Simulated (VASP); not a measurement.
Runs of VASP 6.6.1 on BiRu. The structure is that of space group Pm-3m (No. 221), or close to it. The cells are those of the table. 

```csv
task,spin,cell,k mesh,cutoff (eV),gap on the mesh (eV),pressure (GPa),moment (μB)
relaxation of cell and atoms,off,"relaxed from a = 3.547 Å, 2 atoms",6 × 6 × 6,600,none,-0.1,-
single point,off,"a = 3.403 Å, 2 atoms",6 × 6 × 6,520,none,0.0,-
single point,off,"a = 3.547 Å, 2 atoms",6 × 6 × 6,520,none,-12.1,-
single point,"collinear, ferromagnetic start","a = 3.403 Å, 2 atoms",6 × 6 × 6,520,none,0.0,0.39
single point,"collinear, ferromagnetic start","a = 3.395 Å, 2 atoms",16 × 16 × 16,520,none,(a),0.53
```

Alike in all rows: level PBE; potentials or basis VASP PAW PBE potentials, release 64 (Bi_d, Ru_pv); smearing gaussian 0.1 eV.

**Question.** Fill in the values left out.

**Answer.** (a) 0.1.

Caveats: spin-orbit coupling is left out, which moves the levels of the heavy elements.

A k mesh can miss the band edges, and the runs leave out spin-orbit coupling on Bi, Ru.

A gap of «none» marks levels without a gap at the run's occupations.
